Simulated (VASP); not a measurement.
# B (Im-3m) in VASP: a series of runs, part 2 of 2

VASP 6.6.1. The steps go on from the part before.

## Step 3: Relaxation of cell and atoms, PBEsol, target pressure 190 GPa, at which the enthalpy is minimised

This run uses another cell than the first one, of 4.13 Å³/atom, 1.015 times its volume.

INCAR reads:

```
SYSTEM = B
  ALGO = Normal
  EDIFF = 1E-6
  EDIFFG = -0.005
  ENCUT = 600
  GGA = PS
  IBRION = 2
  ISIF = 3
  ISMEAR = -1
  LASPH = .True.
  LCHARG = .False.
  LREAL = .False.
  LWAVE = .False.
  NELM = 100
  NSW = 32
  PREC = Accurate
  PSTRESS = 1900.0
  SIGMA = 0.1
```

KPOINTS reads:

```
k-points
0
Gamma
  26 26 26
  0 0 0
```

POSCAR reads:

```
B
1.0
   -1.0104437870      1.0104437870      1.0104437870
    1.0104437870     -1.0104437870      1.0104437870
    1.0104437870      1.0104437870     -1.0104437870
B
1
Direct
    0.0000000000      0.0000000000      0.0000000000
```

Potentials or basis: VASP PAW PBE potentials, release 64 (B).

Command:

```
$ cat potpaw_PBE.64/B/POTCAR > POTCAR
$ mpirun -np 1 vasp_std > vasp.out
```

Wall time 7.4 s (1 thread of Intel Xeon Platinum 8259CL at 2.50GHz (Skylake/Cascade Lake), shared host); peak memory 0.11 GiB.

The run converged. Its results:

```yaml
Free_energy: -4.5415 eV
Relaxed_volume: 4.13 Å³/atom
Relaxed_cell: a = 1.751 Å, b = 1.751 Å, c = 1.751 Å, α = 109.47°, β = 109.47°, γ = 109.47°
Space_group_after_relaxing_to_0.05_Å: Im-3m (No. 229)
Energy_change_on_relaxing_the_enthalpy_is_what_falls: -5.5 meV/atom
Ionic_steps: 3
Pressure_after_relaxing: 190.0 GPa
```

Step by step:
```csv
step,energy change (eV),largest force (eV/Å),pressure (GPa),volume (Å³)
1,0.0000,0.0000,190.93,4.13
2,-0.0169,0.0000,188.08,4.14
3,-0.0055,0.0000,189.98,4.13
```

Final structure:
```
B
1.0
    -1.01082    1.01082    1.01082
     1.01082   -1.01082    1.01082
     1.01082    1.01082   -1.01082
B
1
Cartesian
  0.0000 0.0000 0.0000
```

Levels at points of the mesh, in eV from the Fermi level:
```tsv
k point	band 1	band 2	band 3	band 4	band 5
(0.00, 0.00, 0.00)	-23.79	22.09	22.09	22.09	42.71
(0.50, 0.00, 0.00)	-12.97	-4.70	12.14	17.26	27.10
(0.50, 0.50, 0.50)	0.34	0.34	0.34	11.16	11.16
```

Caveat: the cell is relaxed towards a set pressure, so the enthalpy falls and the energy may rise; the PAW data sets were made with another functional, which shifts forces and pressure a little.

## Step 4: Single point, PBEsol

This run uses another cell than the first one, of 4.13 Å³/atom, 1.015 times its volume.

INCAR reads:

```
SYSTEM = B
PREC = Accurate
ENCUT = 520
EDIFF = 1E-6
ISMEAR = -1
SIGMA = 0.1
LREAL = .FALSE.
LASPH = .TRUE.
NELM = 60
ALGO = Normal
ISIF = 2
LWAVE = .FALSE.
LCHARG = .TRUE.
GGA = PS
LELF = .TRUE.
LVHAR = .TRUE.
NBANDS = 8
```

KPOINTS reads:

```
Automatic mesh
0
G
  26 26 26
  0 0 0
```

POSCAR is that of step 3.

Command:

```
$ cat potpaw_PBE.64/B/POTCAR > POTCAR
$ mpirun -np 1 vasp_std > vasp.out
```

Run time: 7.9 s. Hardware: 1 thread of Intel Xeon 6975P-C, shared host; peak memory 0.12 GiB.

Results (log left out):

* Free energy: -4.5343 eV
* Pressure: 191.1 GPa

Levels at points of the mesh, in eV from the Fermi level:
```tsv
k point	band 1	band 2	band 3	band 4	band 5
(0.00, 0.00, 0.00)	-23.81	22.11	22.11	22.11	42.74
(0.50, 0.00, 0.00)	-12.98	-4.70	12.15	17.28	27.12
(0.50, 0.50, 0.50)	0.34	0.34	0.34	11.16	11.16
```

Caveat: the PAW data sets were made with another functional, which shifts forces and pressure a little.

## Step 5: Single point, PBEsol

This run uses another cell than the first one, of 4.13 Å³/atom, 1.015 times its volume.

INCAR reads:

```
PREC = Accurate
ENCUT = 520
EDIFF = 1E-6
ISMEAR = -1
SIGMA = 0.1
LREAL = F
LASPH = T
NELM = 100
ALGO = Normal
ISIF = 2
LWAVE = F
LCHARG = T
GGA = PS
LELF = T
LVHAR = T
NBANDS = 8
```

KPOINTS reads:

```
regular mesh
0
Gamma
  26 26 26
```

POSCAR reads:

```
B
1.0
   -1.0104085439      1.0104085439      1.0104085439
    1.0104085439     -1.0104085439      1.0104085439
    1.0104085439      1.0104085439     -1.0104085439
B
1
Direct
    0.0000000000      0.0000000000      0.0000000000
```

Potentials or basis: VASP PAW PBE potentials, release 64 (B).

Command:

```
$ cat potpaw_PBE.64/B/POTCAR > POTCAR
$ mpirun -np 1 vasp_std > vasp.out
```

OUTCAR:

```text
PREC = Accurate
   ENCUT = 520
   EDIFF = 1E-6
   ISMEAR = -1
   LREAL = F
   LASPH = T
   NELM = 100
   ISIF = 2
   GGA = PS

 ion  position               nearest neighbor table
   1  0.000  0.000  0.000-

  LATTYP: Found a body centered cubic cell.
 ALAT       =     2.0208170878

  Lattice vectors:

 A1 = (  -1.0104085439,   1.0104085439,   1.0104085439)
 A2 = (   1.0104085439,  -1.0104085439,   1.0104085439)
 A3 = (   1.0104085439,   1.0104085439,  -1.0104085439)

[... 433 lines left out ...]
  band No.  band energies     occupation
      1       0.1814      2.00000
      2      14.2246      1.99999
      3      27.9596      0.00000
      4      32.6028      0.00000
      5      43.9597      0.00000
      6      49.9443      0.00000
      7      63.6132      0.00000
      8      71.7796      0.00000

 [... further k-points ...]
[... 5 lines left out ...]
  --------------------------------------------------------------------------------------
  -------------------------------------------------------------------------------------
  Total        4.9228715      4.9228715      4.9228715      0.0000000      0.0000000      0.0000000
  in kB     1911.5165430   1911.5165430   1911.5165430      0.0000000      0.0000000      0.0000000
  external PRESSURE =    1911.5165430 kB  Pullay stress =       0.0000000 kB

 VOLUME and BASIS-vectors are now :
 -----------------------------------------------------------------------------
  energy-cutoff  :      520.00
  volume of cell :        4.13
      direct lattice vectors                 reciprocal lattice vectors
    -1.010408544  1.010408544  1.010408544     0.000000000  0.494849339  0.494849339
     1.010408544 -1.010408544  1.010408544     0.494849339  0.000000000  0.494849339
     1.010408544  1.010408544 -1.010408544     0.494849339  0.494849339  0.000000000

 POSITION                                       TOTAL-FORCE (eV/Angst)
 -----------------------------------------------------------------------------------
      0.00000      0.00000      0.00000         0.000000     -0.000000      0.000000
 -----------------------------------------------------------------------------------
    total drift:                               -0.000000      0.000000      0.000000

  FREE ENERGIE OF THE ION-ELECTRON SYSTEM (eV)
  ---------------------------------------------------
  free  energy   TOTEN  =        -4.5337948711 eV

  energy  without entropy=       -4.5281875627  energy(sigma->0) =       -4.53099122
```

stdout:

```text
POSCAR found type information on POSCAR B
 POSCAR found :  1 types and       1 ions
 scaLAPACK will be used
 -----------------------------------------------------------------------------
|                                                                             |
|                                                                             |
|     You enforced a specific xc type in the INCAR file but a different       |
|     I HOPE YOU KNOW WHAT YOU ARE DOING!                                     |
|                                                                             |
 -----------------------------------------------------------------------------

 LDA part: xc-table for (Slater+PW92), standard interpolation
 POSCAR, INCAR and KPOINTS ok, starting setup
 FFT: planning ... GRIDC
 FFT: planning ... GRID_SOFT
 FFT: planning ... GRID
 WAVECAR not read
 entering main loop
```

It used 5 s of CPU time on 1 thread of Intel Xeon 6975P-C (shared host).

What came out:

- Free energy: -4.5338 eV
- Pressure: 191.2 GPa

Levels at points of the mesh, in eV from the Fermi level:
```tsv
k point	band 1	band 2	band 3	band 4
(0.00, 0.00, 0.00)	-23.81	22.12	22.12	22.12
(0.50, 0.00, 0.00)	-12.99	-4.70	12.15	17.28
(0.50, 0.50, 0.50)	0.34	0.34	0.34	11.16
```

Caveat: the PAW data sets were made with another functional, which shifts forces and pressure a little.

## Step 6: Overview

```csv
task,cell,cutoff (eV),gap on the mesh (eV),pressure (GPa)
relaxation of cell and atoms,"relaxed to 190 GPa from a = 1.742 Å, angles 109.5°, 1 atom",600,none,189.9
relaxation of cell and atoms,"relaxed to 190 GPa from a = 1.750 Å, angles 109.5°, 1 atom",600,none,190.0
single point,"a = 1.750 Å, angles 109.5°, 1 atom",520,none,191.2
```

Alike in all rows: level PBEsol; potentials or basis VASP PAW PBE potentials, release 64 (B); no spin polarisation; k mesh 26 × 26 × 26; smearing fermi-dirac 0.1 eV.

Caveats: the PAW data sets were made with another functional, which shifts forces and pressure a little; the cell is relaxed towards a set pressure, so the enthalpy falls and the energy may rise (some runs).

Total energies depend on the potentials used, so only differences within one code and one set of settings carry meaning.
